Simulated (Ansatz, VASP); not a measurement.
One calculation of Cd, two programs

```
CELL_PARAMETERS angstrom
2.95090 0.00000 0.00000
-1.47545 2.55555 0.00000
0.00000 0.00000 5.88385
ATOMIC_POSITIONS crystal
Cd 0.33333 0.66667 0.25000
Cd 0.66667 0.33333 0.75000
```

Alike in both runs: task single point; functional r2SCAN; k mesh 3 × 3 × 2; occupations fermi-dirac, width 0.1 eV; no spin polarisation.

|  | VASP | Ansatz |
| --- | --- | --- |
| version | VASP 6.6.1 | Ansatz 0.2.0 |
| potentials or method | VASP PAW PBE potentials, release 64 (Cd), cutoff 520 eV | plane waves (500 eV) with PAW, scalar-relativistic |
| valence electrons in the cell | 24 | 40 |

Ansatz gave:

- pressure (GPa): 2.3
- traceless stress, the component that is largest in VASP (GPa): 7.64

**Question.** Estimate VASP's values.

**Answer.** Pressure (GPa): 2.7; traceless stress, the component that is largest in VASP (GPa): 7.49.

VASP's potentials were made for PBE, not for r2SCAN. VASP's potentials hold 24 valence electrons a cell and Ansatz's 40, so a difference there can come from the potentials and not from the codes.

The k mesh is coarse, so the values compare programs but aren't converged.
